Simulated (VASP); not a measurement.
# MgO (P-4m2) in VASP: notebook, part 2 of 2

VASP 6.6.1.

## 4. Single point, LDA (atoms displaced along several vibrational modes)

Input file INCAR:

```
PREC     = Accurate       # precision mode
ENCUT    = 520            # plane-wave cutoff, eV
EDIFF    = 1E-6           # SCF threshold, eV
ISMEAR   = 0              # smearing method
SIGMA    = 0.05           # smearing width, eV
LREAL    = False          # projectors in reciprocal space
LASPH    = True           # aspherical terms in the spheres
NELM     = 100            # most SCF steps
ALGO     = Normal         # electronic algorithm
ISIF     = 2              # what is computed and relaxed
LWAVE    = False          # write WAVECAR
LCHARG   = False          # write CHGCAR
NBANDS   = 36             # bands
```

Input file KPOINTS:

```
regular mesh
0
Gamma
  4 4 4
```

Input file POSCAR:

```
MgO
1.0
    5.5230736673      0.0000000000      0.0000000000
    0.0000000000      5.5230736673      0.0000000000
    0.0000000000      0.0000000000      5.5230736673
Mg O
6 6
Direct
    0.2500000000     -0.0026072439      0.5000000000
    0.0000000000      0.5026072439      0.2500000000
    0.5000000000      0.7500000000      0.0000000000
    0.7500000000     -0.0026072439      0.5000000000
    0.0000000000      0.5026072439      0.7500000000
    0.5000000000      0.2500000000      0.0000000000
    0.2500000000      0.5020285485      0.0000000000
    0.5000000000     -0.0020285485      0.2500000000
    0.0000000000      0.7500000000      0.5000000000
    0.7500000000      0.5020285485      0.0000000000
    0.5000000000     -0.0020285485      0.7500000000
    0.0000000000      0.2500000000      0.5000000000
```

Potentials or basis: VASP PAW LDA potentials, release 64 (Mg, O).

Started as:

```
> cat potpaw_LDA.64/Mg/POTCAR potpaw_LDA.64/O/POTCAR > POTCAR
> mpirun -np 1 vasp_std > vasp.out
```

OUTCAR:

```text
PREC = Accurate
   ENCUT = 520
   EDIFF = 1E-6
   ISMEAR = 0
   LREAL = False
   LASPH = True
   NELM = 100
   ISIF = 2

 ion  position               nearest neighbor table
   1  0.250  0.997  0.500-   9 1.94   8 1.95  11 1.95  12 1.96   4 2.76   4 2.76   5 3.36   2 3.36
                             3 3.38   3 3.38   6 3.39   6 3.39   2 3.41   5 3.41
   2  0.000  0.503  0.250-   9 1.94   7 1.95  10 1.95  12 1.96   5 2.76   5 2.76   1 3.36   4 3.36
                             3 3.38   3 3.38   6 3.39   6 3.39   1 3.41   4 3.41
   3  0.500  0.750  0.000-   7 1.94   8 1.94  10 1.94  11 1.94   6 2.76   6 2.76   4 3.38   5 3.38
                             1 3.38   1 3.38   4 3.38   2 3.38   2 3.38   5 3.38
   4  0.750  0.997  0.500-   9 1.94   8 1.95  11 1.95  12 1.96   1 2.76   1 2.76   5 3.36   2 3.36
                             3 3.38   3 3.38   6 3.39   6 3.39   2 3.41   5 3.41
   5  0.000  0.503  0.750-   9 1.94   7 1.95  10 1.95  12 1.96   2 2.76   2 2.76   4 3.36   1 3.36
                             3 3.38   3 3.38   6 3.39   6 3.39   1 3.41   4 3.41
   6  0.500  0.250  0.000-   7 1.96   8 1.96  10 1.96  11 1.96   3 2.76   3 2.76   5 3.39   2 3.39
                             2 3.39   5 3.39   4 3.39   4 3.39   1 3.39   1 3.39
   7  0.250  0.502  0.000-   3 1.94   2 1.95   5 1.95   6 1.96
[... 915 lines left out ...]

  FORCE on cell =-STRESS in cart. coord.  units (eV):
  Direction    XX          YY          ZZ          XY          YZ          ZX
  --------------------------------------------------------------------------------------
  -------------------------------------------------------------------------------------
  Total       -0.7816128     -0.7825181     -0.7816128      0.0000000      0.0000000      0.0000000
  in kB       -7.4329244     -7.4415339     -7.4329244      0.0000000      0.0000000      0.0000000
  external PRESSURE =      -7.4357942 kB  Pullay stress =       0.0000000 kB

 VOLUME and BASIS-vectors are now :
 -----------------------------------------------------------------------------
  energy-cutoff  :      520.00
  volume of cell :      168.48
      direct lattice vectors                 reciprocal lattice vectors
     5.523073667  0.000000000  0.000000000     0.181058603  0.000000000  0.000000000
     0.000000000  5.523073667  0.000000000     0.000000000  0.181058603  0.000000000
     0.000000000  0.000000000  5.523073667     0.000000000  0.000000000  0.181058603

 POSITION                                       TOTAL-FORCE (eV/Angst)
 -----------------------------------------------------------------------------------
      1.38077      5.50867      2.76154         0.004378      0.182752      0.000000
      0.00000      2.77594      1.38077         0.000000     -0.182752     -0.004378
      2.76154      4.14231      0.00000         0.000000      0.000000      0.000000
      4.14231      5.50867      2.76154        -0.004378      0.182752      0.000000
      0.00000      2.77594      4.14231         0.000000     -0.182752      0.004378
      2.76154      1.38077      0.00000         0.000000      0.000000      0.000000
      1.38077      2.77274      0.00000        -0.002438     -0.093717      0.000000
      2.76154      5.51187      1.38077        -0.000000      0.093717      0.002438
      0.00000      4.14231      2.76154         0.000000      0.000000      0.000000
      4.14231      2.77274      0.00000         0.002438     -0.093717      0.000000
      2.76154      5.51187      4.14231        -0.000000      0.093717     -0.002438
      0.00000      1.38077      2.76154         0.000000      0.000000      0.000000
 -----------------------------------------------------------------------------------
    total drift:                                0.000000      0.000000     -0.000000

  FREE ENERGIE OF THE ION-ELECTRON SYSTEM (eV)
  ---------------------------------------------------
  free  energy   TOTEN  =       -77.4189002759 eV

  energy  without entropy=      -77.4189002759  energy(sigma->0) =      -77.41890028
```

OSZICAR:

```text
N       E                     dE             d eps       ncg     rms          rms(c)
DAV:   1     0.256808482526E+03    0.25681E+03   -0.22127E+04  1296   0.116E+03
DAV:   2    -0.674811059271E+02   -0.32429E+03   -0.30749E+03  1728   0.257E+02
DAV:   3    -0.928519961455E+02   -0.25371E+02   -0.25236E+02  1636   0.756E+01
DAV:   4    -0.931037490782E+02   -0.25175E+00   -0.25151E+00  1536   0.872E+00
DAV:   5    -0.931063681384E+02   -0.26191E-02   -0.26184E-02  1552   0.874E-01    0.210E+01
DAV:   6    -0.783082453383E+02    0.14798E+02   -0.59550E+01  1452   0.363E+01    0.721E+00
DAV:   7    -0.777659290317E+02    0.54232E+00   -0.11923E+00  1380   0.558E+00    0.390E+00
DAV:   8    -0.774190908752E+02    0.34684E+00   -0.50672E-01  1416   0.479E+00    0.732E-01
DAV:   9    -0.774198490162E+02   -0.75814E-03   -0.75246E-02  1612   0.137E+00    0.428E-01
DAV:  10    -0.774187964039E+02    0.10526E-02   -0.15226E-02  1372   0.610E-01    0.542E-02
DAV:  11    -0.774188914647E+02   -0.95061E-04   -0.61671E-04  1480   0.121E-01    0.430E-02
DAV:  12    -0.774188978215E+02   -0.63569E-05   -0.15370E-04  1416   0.579E-02    0.188E-02
DAV:  13    -0.774189005147E+02   -0.26931E-05   -0.19776E-05  1388   0.251E-02    0.365E-03
DAV:  14    -0.774189002759E+02    0.23877E-06   -0.18194E-06  1376   0.819E-03
   1 F= -.77418900E+02 E0= -.77418900E+02  d E =-.236789E-15
```

stdout:

```text
POSCAR found type information on POSCAR MgO
 POSCAR found :  2 types and      12 ions
 scaLAPACK will be used
 LDA part: xc-table for (Slater(with rela. corr.)+CA(PZ))
 , standard interpolation
 POSCAR, INCAR and KPOINTS ok, starting setup
 FFT: planning ... GRIDC
 FFT: planning ... GRID_SOFT
 FFT: planning ... GRID
 WAVECAR not read
 entering main loop
```

Wall time 2.4 min (1 thread of Intel Xeon 8259CL, shared host); peak memory 0.25 GiB.

Results:

| Item | Value |
| --- | --- |
| Free energy | -77.4189 eV |
| Pressure | -0.7 GPa |
| Largest force | 0.183 eV/Å |
| Band gap on the k mesh | 2.86 eV |

Forces on the atoms (eV/Å):
```
Mg   0.004  0.183  0.000
Mg   0.000 -0.183 -0.004
Mg   0.000  0.000  0.000
Mg  -0.004  0.183  0.000
Mg   0.000 -0.183  0.004
Mg   0.000  0.000  0.000
O   -0.002 -0.094  0.000
O    0.000  0.094  0.002
O    0.000  0.000  0.000
O    0.002 -0.094  0.000
O    0.000  0.094 -0.002
O    0.000  0.000  0.000
```

Caveat: the cell differs from its parent crystal (atoms displaced along several vibrational modes).

## 5. Single point, LDA (atoms displaced along several vibrational modes)

Input file INCAR:

```
SYSTEM = MgO
PREC = Accurate
ENCUT = 520
EDIFF = 1E-6
ISMEAR = 0
SIGMA = 0.05
LREAL = .False.
LASPH = .True.
NELM = 60
ALGO = Normal
ISIF = 2
LWAVE = .False.
LCHARG = .False.
NBANDS = 36
```

Input file KPOINTS:

```
Automatic mesh
0
Gamma
  4 4 4
  0 0 0
```

Input file POSCAR:

```
MgO
1.0
    5.5230736673      0.0000000000      0.0000000000
    0.0000000000      5.5230736673      0.0000000000
    0.0000000000      0.0000000000      5.5230736673
Mg O
6 6
Direct
    0.2500000000     -0.0077583524      0.5000000000
    0.0000000000      0.5077583524      0.2500000000
    0.5000000000      0.7500000000      0.0000000000
    0.7500000000     -0.0077583524      0.5000000000
    0.0000000000      0.5077583524      0.7500000000
    0.5000000000      0.2500000000      0.0000000000
    0.2500000000      0.5133286818      0.0000000000
    0.5000000000     -0.0133286818      0.2500000000
    0.0000000000      0.7500000000      0.5000000000
    0.7500000000      0.5133286818      0.0000000000
    0.5000000000     -0.0133286818      0.7500000000
    0.0000000000      0.2500000000      0.5000000000
```

Started as:

```
> cat potpaw_LDA.64/Mg/POTCAR potpaw_LDA.64/O/POTCAR > POTCAR
> mpirun -np 1 vasp_std > vasp.out
```

It took 2.3 min on 1 thread of Intel Xeon 8259CL, shared host; peak memory 0.25 GiB.

The run converged. Its results:

```yaml
Free_energy: -77.2714 eV
Pressure: -0.4 GPa
Largest_force: 0.839 eV/Å
Band_gap_on_the_k_mesh: 2.84 eV
```

Forces on the atoms (eV/Å):
```
Mg   0.042  0.379  0.000
Mg   0.000 -0.379 -0.042
Mg   0.000  0.000  0.000
Mg  -0.042  0.379  0.000
Mg   0.000 -0.379  0.042
Mg   0.000  0.000  0.000
O   -0.106 -0.833  0.000
O    0.000  0.833  0.106
O    0.000  0.000  0.000
O    0.106 -0.833  0.000
O    0.000  0.833 -0.106
O    0.000  0.000  0.000
```

Levels at points of the mesh, in eV from the valence-band top:
```tsv
k point	band 21	band 22	band 23	band 24	band 25	band 26	band 27	band 28
(0.00, 0.00, 0.00)	-0.63	0.00	0.00	0.00	2.84	5.83	8.00	8.00
(0.50, 0.00, 0.00)	-0.63	-0.63	0.00	0.00	4.77	4.77	7.59	7.59
(0.00, 0.50, 0.00)	-0.63	-0.63	0.00	0.00	4.74	4.82	7.57	7.62
(0.50, 0.50, 0.00)	-0.67	-0.62	-0.46	0.00	5.59	5.74	5.94	6.80
(0.50, 0.00, 0.50)	-0.59	-0.59	-0.49	0.00	5.73	5.74	5.74	6.82
(0.50, 0.50, 0.50)	-0.87	-0.87	-0.84	-0.84	6.27	6.27	7.25	7.38
```

Caveat: the cell differs from its parent crystal (atoms displaced along several vibrational modes).

## 6. The runs side by side

| cell | gap on the mesh (eV) | pressure (GPa) | largest force (eV/Å) |
| --- | --- | --- | --- |
| as given, atomic positions A | 2.85 | -0.7 | 0.45 |
| as given, atomic positions B | 2.82 | -0.4 | 1.21 |
| as given, atomic positions C | 2.86 | -0.7 | 0.18 |
| as given, atomic positions D | 2.84 | -0.4 | 0.84 |

Alike in all rows: task single point; level LDA; potentials or basis VASP PAW LDA potentials, release 64 (Mg, O); no spin polarisation; k mesh 4 × 4 × 4; cutoff (eV) 520; smearing gaussian 0.05 eV.

Caveats: forces of over 1 eV/Å act on the atoms, so gaps and moduli don't describe the material at rest (at least some runs).

Total energies depend on the potentials used, so only differences within one code and one set of settings carry meaning.
